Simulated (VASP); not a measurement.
# CuO (P-1) in VASP: a series of runs, part 2 of 2

VASP 6.6.1.

**3. Single point, PBEsol**

Contents of INCAR:

```
SYSTEM = CuO
PREC = Accurate
ENCUT = 520
EDIFF = 1E-6
ISMEAR = 0
SIGMA = 0.1
LREAL = .False.
LASPH = .True.
NELM = 100
ALGO = Normal
ISIF = 2
LWAVE = .False.
LCHARG = .False.
GGA = PS
NBANDS = 25
```

Contents of KPOINTS:

```
Automatic mesh
0
Gamma
  8 8 4
  0 0 0
```

Contents of POSCAR:

```
CuO
1.0
    2.8795009639      0.0000000000      0.0000000000
    0.0390727580      2.8792794796      0.0000000000
    0.0174953863      0.0172449008      5.1763391994
Cu O
2 2
Direct
    0.5000000000      0.0000000000      0.5000000000
    0.0000000000      0.5000000000      0.0000000000
    0.0015760300      0.9983282200      0.2501129000
    0.9984239700      0.0016717800      0.7498871000
```

Potentials or basis: VASP PAW PBE potentials, release 64 (Cu, O).

On the command line:

```sh
$ cat potpaw_PBE.64/Cu/POTCAR potpaw_PBE.64/O/POTCAR > POTCAR
$ mpirun -np 1 vasp_std > vasp.out
```

OUTCAR:

```text
SYSTEM = CuO
   PREC = Accurate
   ENCUT = 520
   EDIFF = 1E-6
   ISMEAR = 0
   LREAL = .False.
   LASPH = .True.
   NELM = 100
   ISIF = 2
   GGA = PS

 ion  position               nearest neighbor table
   1  0.500  0.000  0.500-   3 1.94   4 1.94   3 1.94   4 1.94
   2  0.000  0.500  0.000-   3 1.94   4 1.94   4 1.94   3 1.94
   3  0.002  0.998  0.250-   1 1.94   1 1.94   2 1.94   2 1.94
   4  0.998  0.002  0.750-   1 1.94   1 1.94   2 1.94   2 1.94

  LATTYP: Found a base centered monoclinic cell.
 ALAT       =    11.1169163425
 B/A-ratio  =     0.3638182808
 C/A-ratio  =     0.4656324948
 COS(beta)  =    -0.9295148209

  Lattice vectors:

 A1 = (   2.8620055776,  -0.0172449008,  -5.1763391994)
 A2 = (   0.0215773717,   2.8620345788,  -5.1763391994)
 A3 = (   0.0174953863,   0.0172449008,   5.1763391994)

Analysis of symmetry for initial positions (statically):
=====================================================================
 Subroutine PRICEL returns:
 Original cell was already a primitive cell.

 Routine SETGRP: Setting up the symmetry group for a
 base centered monoclinic supercell.

 Subroutine GETGRP returns: Found  2 space group operations
 (whereof  2 operations were pure point group operations)
 out of a pool of  4 trial point group operations.

The static configuration has the point symmetry S_2 .

Analysis of symmetry for dynamics (positions and initial velocities):
=====================================================================
 Subroutine PRICEL returns:
 Original cell was already a primitive cell.

 Routine SETGRP: Setting up the symmetry group for a
 base centered monoclinic supercell.

 Subroutine GETGRP returns: Found  2 space group operations
 (whereof  2 operations were pure point group operations)
 out of a pool of  4 trial point group operations.

The dynamic configuration has the point symmetry S_2 .

[... 113 lines left out ...]
   NELECT =      34.0000    total number of electrons
   NUPDOWN=      -1.0000    fix difference up-down
   EMIN   =  10.00;   EMAX   =-10.00  energy-range for DOS
   EFERMI =   0.00;   METHOD = LEGACY
   ISMEAR =     0;   SIGMA  =   0.10  broadening in eV -4-tet -1-fermi 0-gaus
   EFERMI_NEDOS =   21; number of points for ismear=-14 and -15
   IALGO  =     38    algorithm
   IMIX   =      4    mixing-type and parameters
     AMIX     =   0.40;   BMIX     =  1.00
     AMIX_MAG =   1.60;   BMIX_MAG =  1.00
  volume/ion in A,a.u.               =      10.73        72.40
  Fermi-wavevector in a.u.,A,eV,Ry     =   1.514816  2.862587 31.220846  2.294667
  Thomas-Fermi vector in A             =   2.624423
   LORBIT       =      0    0 simple, 1 ext, 2 COOP (PROOUT), +10 PAW based schemes
   GGA     = PS    functional components
   LHFCALC =     F    Hartree Fock is set to
   AEXX    =    0.0000 exact exchange contribution
   IVDW    =     0    specifies the selected vdW correction
   LEPSILON=     F    determine dielectric tensor
   LRPA    =     F    only Hartree local field effects (RPA)
 non-spin polarized calculation
 Gauss-broadening in eV      SIGMA  =   0.10
  energy-cutoff  :      520.00
  volume of cell :       42.92
 maximum number of plane-waves:      1170
 NGX is ok and might be reduce to    24
   NGX = 11   NGY = 11   NGZ = 19

 number of electron      33.9999982 magnetization

 Free energy of the ion-electron system (eV)
  ---------------------------------------------------
  ext. energy  EPLUGINS =         0.00000000
  ---------------------------------------------------
  free energy    TOTEN  =       -21.48722854 eV

  energy without entropy =      -21.47907879  energy(sigma->0) =      -21.48315366

 E-fermi :   5.1235     XC(G=0): -11.7787

 val. band max:        5.1139932680   @ k =  -0.1250  -0.1250   0.2500
 cond. band min:       5.1293404116   @ k =  -0.2500   0.1250   0.5000
 fundamental gap:      0.0153471436
 Fermi energy:         5.1235381256

 k-point     1 :       0.0000    0.0000    0.0000
  band No.  band energies     occupation
      1     -14.8462      2.00000
      2     -13.5116      2.00000
      3      -3.3401      2.00000
      4      -0.4746      2.00000
      5      -0.4463      2.00000
      6       1.2151      2.00000
[... 661 lines left out ...]
     24      17.5825      0.00000
     25      19.8753      0.00000

 [... further k-points ...]
[... 5 lines left out ...]
  --------------------------------------------------------------------------------------
  -------------------------------------------------------------------------------------
  Total       -0.0471987     -0.0592990     -0.9460824     -0.0191164     -0.0006340     -0.0041844
  in kB       -1.7620446     -2.2137796    -35.3195989     -0.7136638     -0.0236707     -0.1562153
  external PRESSURE =     -13.0984744 kB  Pullay stress =       0.0000000 kB

 VOLUME and BASIS-vectors are now :
 -----------------------------------------------------------------------------
  energy-cutoff  :      520.00
  volume of cell :       42.92
      direct lattice vectors                 reciprocal lattice vectors
     2.879500964  0.000000000  0.000000000     0.347282398 -0.004712735 -0.001158071
     0.039072758  2.879279480  0.000000000     0.000000000  0.347309112 -0.001157055
     0.017495386  0.017244901  5.176339199     0.000000000  0.000000000  0.193186722

 POSITION                                       TOTAL-FORCE (eV/Angst)
 -----------------------------------------------------------------------------------
      1.44850      0.00862      2.58817         0.000000     -0.000000      0.000000
      0.01954      1.43964      0.00000         0.000000     -0.000000      0.000000
      0.04792      2.87878      1.29467        -0.005934      0.007559     -0.010310
      2.88815      0.01775      3.88167         0.005934     -0.007559      0.010310
 -----------------------------------------------------------------------------------
    total drift:                                0.000000     -0.000000     -0.000000

  FREE ENERGIE OF THE ION-ELECTRON SYSTEM (eV)
  ---------------------------------------------------
  free  energy   TOTEN  =       -21.4872285380 eV

  energy  without entropy=      -21.4790787892  energy(sigma->0) =      -21.48315366
```

OSZICAR:

```text
N       E                     dE             d eps       ncg     rms          rms(c)
DAV:   1     0.293504292450E+03    0.29350E+03   -0.16278E+04  6929   0.211E+03
DAV:   2     0.955658842166E+01   -0.28395E+03   -0.26215E+03  6702   0.393E+02
DAV:   3    -0.264081212964E+02   -0.35965E+02   -0.34033E+02  8352   0.155E+02
DAV:   4    -0.276264387051E+02   -0.12183E+01   -0.12125E+01  8032   0.305E+01
DAV:   5    -0.276515215622E+02   -0.25083E-01   -0.25070E-01  8616   0.385E+00    0.178E+01
DAV:   6    -0.254263421815E+02    0.22252E+01   -0.39738E+01  9381   0.160E+02    0.139E+01
DAV:   7    -0.214373025032E+02    0.39890E+01   -0.10771E+01  8039   0.117E+02    0.252E+00
DAV:   8    -0.215304940312E+02   -0.93192E-01   -0.15015E+00  6931   0.828E+00    0.163E+00
DAV:   9    -0.214950640675E+02    0.35430E-01   -0.74990E-02 10125   0.735E+00    0.806E-01
DAV:  10    -0.214915883005E+02    0.34758E-02   -0.47524E-02 10613   0.577E+00    0.548E-01
DAV:  11    -0.214883299531E+02    0.32583E-02   -0.82732E-03 10665   0.197E+00    0.335E-01
DAV:  12    -0.214872103337E+02    0.11196E-02   -0.48217E-03 10139   0.920E-01    0.838E-02
DAV:  13    -0.214872225275E+02   -0.12194E-04   -0.53214E-04 10312   0.480E-01    0.449E-02
DAV:  14    -0.214872316222E+02   -0.90947E-05   -0.44341E-05  9531   0.118E-01    0.145E-02
DAV:  15    -0.214872288253E+02    0.27969E-05   -0.98676E-06 10581   0.323E-02    0.564E-03
DAV:  16    -0.214872285380E+02    0.28727E-06   -0.12532E-06  3811   0.299E-02
   1 F= -.21487229E+02 E0= -.21483154E+02  d E =-.814975E-02
```

Run time: 83 s. Hardware: 1 thread of Intel Xeon Platinum 8488C (Sapphire Rapids), shared host; peak memory 0.24 GiB.

What came out:

| Quantity | Value |
| --- | --- |
| Free energy | -21.4872 eV |
| Pressure | -1.3 GPa |
| Largest force | 0.014 eV/Å |
| Band gap on the k mesh | zero (bands 17 and 18 overlap by 1.14 eV) |

Forces on the atoms (eV/Å):
```
Cu   0.000  0.000  0.000
Cu   0.000  0.000  0.000
O   -0.006  0.008 -0.010
O    0.006 -0.008  0.010
```

Caveat: the PAW data sets were made with another functional, which shifts forces and pressure a little; semilocal functionals often make such compounds metallic where correlation or magnetic order opens a gap, which also shifts bond lengths.

**4. Single point, PBEsol**

Contents of INCAR:

```
SYSTEM = CuO
PREC     = Accurate       ! precision mode
ENCUT    = 520            ! plane-wave cutoff, eV
EDIFF    = 1E-6           ! SCF threshold, eV
ISMEAR   = 0              ! smearing method
SIGMA    = 0.1            ! smearing width, eV
LREAL    = .FALSE.        ! projectors in reciprocal space
LASPH    = .TRUE.         ! aspherical terms in the spheres
NELM     = 60             ! most SCF steps
ALGO     = Normal         ! electronic algorithm
ISIF     = 2              ! what is computed and relaxed
LWAVE    = .FALSE.        ! write WAVECAR
LCHARG   = .FALSE.        ! write CHGCAR
GGA      = PS             ! functional
NBANDS   = 25             ! bands
```

Contents of KPOINTS:

```
Automatic mesh
0
Gamma
  8 8 4
  0.5 0.5 0.5
```

POSCAR is that of step 3.

On the command line:

```sh
$ cat potpaw_PBE.64/Cu/POTCAR potpaw_PBE.64/O/POTCAR > POTCAR
$ mpirun -np 1 vasp_std > vasp.out
```

It took 1.7 min on 1 thread of Intel Xeon Platinum 8488C (Sapphire Rapids), shared host; peak memory 0.24 GiB.

Results (log left out):

| Item | Value |
| --- | --- |
| Free energy | -21.4647 eV |
| Pressure | -1.3 GPa |
| Largest force | 0.012 eV/Å |
| Band gap on the k mesh | zero (bands 17 and 18 overlap by 0.72 eV) |

Forces in eV/Å, atoms in the order of the input:
```
Cu   0.000  0.000  0.000
Cu   0.000  0.000  0.000
O   -0.004  0.005 -0.010
O    0.004 -0.005  0.010
```

Stress tensor (GPa, compression positive):
```
-0.12 -0.07 -0.01
-0.07 -0.17  0.00
-0.01  0.00 -3.50
```

Levels at points of the mesh, in eV from the Fermi level:
| k point | band 14 | band 15 | band 16 | band 17 | band 18 | band 19 | band 20 | band 21 |
| --- | --- | --- | --- | --- | --- | --- | --- | --- |
| (0.06, 0.06, 0.12) | -2.30 | -2.27 | -2.03 | 0.48 | 0.52 | 1.92 | 5.78 | 7.80 |

Caveat: the PAW data sets were made with another functional, which shifts forces and pressure a little; semilocal functionals often make such compounds metallic where correlation or magnetic order opens a gap, which also shifts bond lengths.

**5. Single point, PBEsol**

Contents of INCAR:

```
SYSTEM = CuO
ALGO = Normal
EDIFF = 1E-6
ENCUT = 700
GGA = PS
GGA_COMPAT = .FALSE.
ISIF = 2
ISMEAR = 0
LASPH = .TRUE.
LCHARG = .TRUE.
LELF = .TRUE.
LREAL = .FALSE.
LVHAR = .TRUE.
LWAVE = .FALSE.
NBANDS = 33
NELM = 120
PREC = Accurate
SIGMA = 0.1
```

Contents of KPOINTS:

```
k-points
0
G
  14 14 8
  0 0 0
```

POSCAR is that of step 4.

Potentials or basis: VASP PAW PBE potentials, release 64 (Cu_sv_GW, O).

On the command line:

```sh
$ cat potpaw_PBE.64/Cu_sv_GW/POTCAR potpaw_PBE.64/O/POTCAR > POTCAR
$ mpirun -np 1 vasp_std > vasp.out
```

It took 17 min on 1 thread of Intel Xeon 6975P-C (Granite Rapids), shared host; peak memory 1.5 GiB.

Results (log left out):

```yaml
Free_energy: -21.6671 eV
Pressure: -4.4 GPa
Largest_force: 0.012 eV/Å
Band_gap_on_the_k_mesh: zero (bands 25 and 26 overlap by 1.13 eV)
```

Forces on the atoms (eV/Å):
```
Cu   0.000  0.000  0.000
Cu   0.000  0.000  0.000
O   -0.005  0.007 -0.009
O    0.005 -0.007  0.009
```

Stress tensor (GPa, compression positive):
```
-3.12 -0.09 -0.02
-0.09 -3.14  0.00
-0.02  0.00 -6.85
```

Levels at points of the mesh, in eV from the Fermi level:
| k point | band 21 | band 22 | band 23 | band 24 | band 25 | band 26 | band 27 | band 28 | band 29 | band 30 |
| --- | --- | --- | --- | --- | --- | --- | --- | --- | --- | --- |
| (0.00, 0.00, 0.00) | -2.47 | -2.43 | -2.34 | -2.05 | 0.65 | 0.68 | 1.39 | 6.00 | 7.25 | 13.44 |
| (0.50, 0.00, 0.00) | -2.28 | -1.96 | -1.61 | -1.54 | 0.21 | 0.44 | 3.33 | 5.94 | 6.46 | 10.98 |
| (0.00, 0.50, 0.00) | -2.28 | -1.97 | -1.61 | -1.54 | 0.21 | 0.44 | 3.33 | 5.94 | 6.46 | 10.98 |
| (0.50, 0.50, 0.00) | -2.37 | -2.36 | -1.63 | -1.19 | -1.18 | 1.17 | 1.97 | 6.99 | 9.72 | 9.98 |
| (0.00, 0.00, 0.50) | -2.39 | -2.38 | -1.57 | -1.57 | 0.07 | 0.08 | 3.48 | 3.48 | 11.42 | 11.42 |
| (0.50, 0.00, 0.50) | -2.45 | -2.42 | -2.06 | -1.85 | -0.13 | 0.68 | 4.09 | 5.88 | 8.18 | 8.93 |
| (0.00, 0.50, 0.50) | -2.45 | -2.42 | -2.05 | -1.86 | -0.13 | 0.68 | 4.10 | 5.87 | 8.18 | 8.94 |
| (0.50, 0.50, 0.50) | -2.03 | -2.03 | -1.41 | -1.41 | -0.49 | -0.48 | 3.84 | 3.84 | 10.68 | 10.69 |

Caveat: the cell stands under tension; the PAW data sets were made with another functional, which shifts forces and pressure a little; semilocal functionals often make such compounds metallic where correlation or magnetic order opens a gap, which also shifts bond lengths.

**6. Summary**

```tsv
potentials or basis	k mesh	cutoff (eV)	gap on the mesh (eV)	pressure (GPa)	largest force (eV/Å)
VASP PAW PBE potentials, release 64 (Cu, O)	6 × 6 × 4	520	none	-1.4	0.01
VASP PAW PBE potentials, release 64 (Cu, O)	8 × 8 × 4	520	none	-1.3	0.01
VASP PAW PBE potentials, release 64 (Cu, O)	8 × 8 × 4, shifted	520	none	-1.3	0.01
VASP PAW PBE potentials, release 64 (Cu_sv_GW, O)	14 × 14 × 8	700	none	-4.4	0.01
```

Alike in all rows: task single point; level PBEsol; no spin polarisation; cell as given; smearing gaussian 0.1 eV.

Caveats: some runs use coarse meshes; the PAW data sets were made with another functional, which shifts forces and pressure a little; semilocal functionals often make such compounds metallic where correlation or magnetic order opens a gap, which also shifts bond lengths; the cell stands under tension (at least some runs).

Absolute energies hang on the potentials; compare differences alone.
